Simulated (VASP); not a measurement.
Input of a VASP 6.6.1 run:

File INCAR:

```
SYSTEM = Be4ZnSe
  ALGO = Normal
  EDIFF = 1E-6
  ENCUT = 600
  GGA = PE
  GGA_COMPAT = .FALSE.
  ISIF = 2
  ISMEAR = 0
  LASPH = .TRUE.
  LCHARG = .TRUE.
  LELF = .TRUE.
  LREAL = .FALSE.
  LVHAR = .TRUE.
  LWAVE = .FALSE.
  NBANDS = 22
  NELM = 120
  PREC = Accurate
  SIGMA = 0.2
```

File KPOINTS:

```
k-points
0
G
  4 4 4
  0 0 0
```

Contents of POSCAR:

```
Be4ZnSe
1.0
    0.0000000000      3.2521110458      3.2521110458
    3.2521110458      0.0000000000      3.2521110458
    3.2521110458      3.2521110458      0.0000000000
Be Zn Se
4 1 1
Direct
    0.6266171142      0.1201486573      0.6266171142
    0.6266171142      0.6266171142      0.1201486573
    0.1201486573      0.6266171142      0.6266171142
    0.6266171142      0.6266171142      0.6266171142
    0.0000000000      0.0000000000      0.0000000000
    0.2500000000      0.2500000000      0.2500000000
```

Potentials or basis: VASP PAW PBE potentials, release 64 (Be, Zn, Se).

Command:

```bash
$ cat potpaw_PBE.64/Be/POTCAR potpaw_PBE.64/Zn/POTCAR potpaw_PBE.64/Se/POTCAR > POTCAR
$ mpirun -np 1 vasp_std > vasp.out
```

(1) What does it give for the band gap on the k mesh?

(2) Estimate the pressure.

(3) What does it give for the largest force?

Results:

(1) zero (band 13 reaches 7.48 eV, above the bottom of band 14 at 4.56 eV).

(2) 0.2 GPa.

(3) 0.116 eV/Å.

Caveat: the k points lie up to 0.42 Å⁻¹ apart.
